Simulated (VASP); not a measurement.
The system is Co.

```
Co
1.0
     2.50740    0.00000    0.00000
    -1.25370    2.17147    0.00000
     0.00000    0.00000    4.06990
Co
2
Cartesian
  0.0000 1.4476 1.0175
  1.2537 0.7238 3.0524
```

```yaml
Program: VASP 6.6.1
Task: relaxation of cell and atoms
Functional: LDA
Potentials_or_basis: VASP PAW LDA potentials, release 64 (Co)
Cutoff: 600 eV
k_mesh: 10 × 10 × 6
Occupations: gaussian, width 0.05 eV
Spin: collinear spin, ferromagnetic start
Starting_moments: "[2.5, 2.5] μB"
```

At the start: pressure -21.5 GPa; volume 11.08 Å³/atom.

Question: Where does the relaxation end?

Answer: Over 7 steps the energy falls by 87.6 meV/atom and the volume is 9.95 Å³/atom (-10.2 %); space group P6_3/mmc (No. 194, to 0.05 Å); moment 2.91 μB per cell.

The path:
```tsv
step	energy change (eV)	largest force (eV/Å)	pressure (GPa)	volume (Å³)
1	0.0000	0.0000	-21.50	22.16
2	0.0739	0.0000	40.55	17.72
3	-0.1750	0.0000	-0.76	19.94
4	-0.1751	0.0000	-0.15	19.89
5	-0.1751	0.0000	0.44	19.85
6	-0.1752	0.0000	-0.51	19.92
7	-0.1752	0.0000	-0.20	19.90
```

Final structure:
```
CELL_PARAMETERS angstrom
2.42320 0.00000 0.00000
-1.21160 2.09855 0.00000
0.00000 0.00000 3.91254
ATOMIC_POSITIONS crystal
Co 0.33333 0.66667 0.25000
Co 0.66667 0.33333 0.75000
```

Caveat: the volume moved by -10 % from the deposited cell, more than functionals usually miss.
